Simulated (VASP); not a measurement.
Set up this calculation in VASP 6.6.1, as the native input.

```
Task                   : single point
Functional             : r2SCAN
Potentials or basis    : VASP PAW PBE potentials, release 64 (Nb_sv)
Cutoff                 : 520 eV
k mesh                 : 20 × 20 × 20
Occupations            : gaussian, width 0.15 eV
Spin                   : no spin polarisation
Dipole correction      : no
Further INCAR settings : ALGO = Normal; EDIFF = 1e-06; NBANDS = 12
```

Nb:

```
Nb
1.0
     0.00000    2.11500    2.07270
     2.11500    0.00000    2.07270
     2.11500    2.11500    0.00000
Nb
1
Cartesian
  0.0000 0.0000 0.0000
```

This cell differs from its parent crystal: strain -0.0200 x Voigt [0, 0, 1, 0, 0, 0].

The input as run:

POSCAR

```
Nb
1.0
    0.0000000000      2.1150000000      2.0727000000
    2.1150000000      0.0000000000      2.0727000000
    2.1150000000      2.1150000000      0.0000000000
Nb
1
Direct
    0.0000000000      0.0000000000      0.0000000000
```

INCAR.step1

```
SYSTEM = Nb
  PREC = Accurate
  ENCUT = 520
  ISMEAR = 0
  SIGMA = 0.15
  LREAL = .FALSE.
  LASPH = .TRUE.
  NELM = 100
  NBANDS = 12
  GGA = PE
  ALGO = Normal
  EDIFF = 1E-4
  LWAVE = .TRUE.
  LCHARG = .FALSE.
```

INCAR.step2

```
SYSTEM = Nb
  PREC = Accurate
  ENCUT = 520
  EDIFF = 1E-6
  ISMEAR = 0
  SIGMA = 0.15
  LREAL = .FALSE.
  LASPH = .TRUE.
  NELM = 100
  ALGO = Normal
  ISIF = 2
  LWAVE = .FALSE.
  LCHARG = .FALSE.
  METAGGA = R2SCAN
  LMIXTAU = .TRUE.
  NBANDS = 12
  ISTART = 1
```

KPOINTS

```
regular mesh
0
G
  20 20 20
  0 0 0
```

Potentials or basis: VASP PAW PBE potentials, release 64 (Nb_sv).

Run with:

```bash
$ cat potpaw_PBE.64/Nb_sv/POTCAR > POTCAR
$ cp INCAR.step1 INCAR
$ mpirun -np 1 vasp_std > vasp.out
$ cp INCAR.step2 INCAR
$ mpirun -np 1 vasp_std > vasp.out
```

Results of the run:

| Quantity | Value |
| --- | --- |
| Pressure | 1.1 GPa |
| Band gap on the k mesh | zero (an odd number of electrons rules out a gap without spin polarisation) |

Caveat: the cell differs from its parent crystal (strain -0.0200 x Voigt [0, 0, 1, 0, 0, 0]); the stress differs along the axes, from -3 to 3 GPa; the PAW data sets were made with another functional, which shifts forces and pressure a little.

Wall time 3.3 min on 1 thread of Intel(R) Xeon(R) Platinum 8488C (Sapphire Rapids) (shared host), peak memory 0.26 GiB.
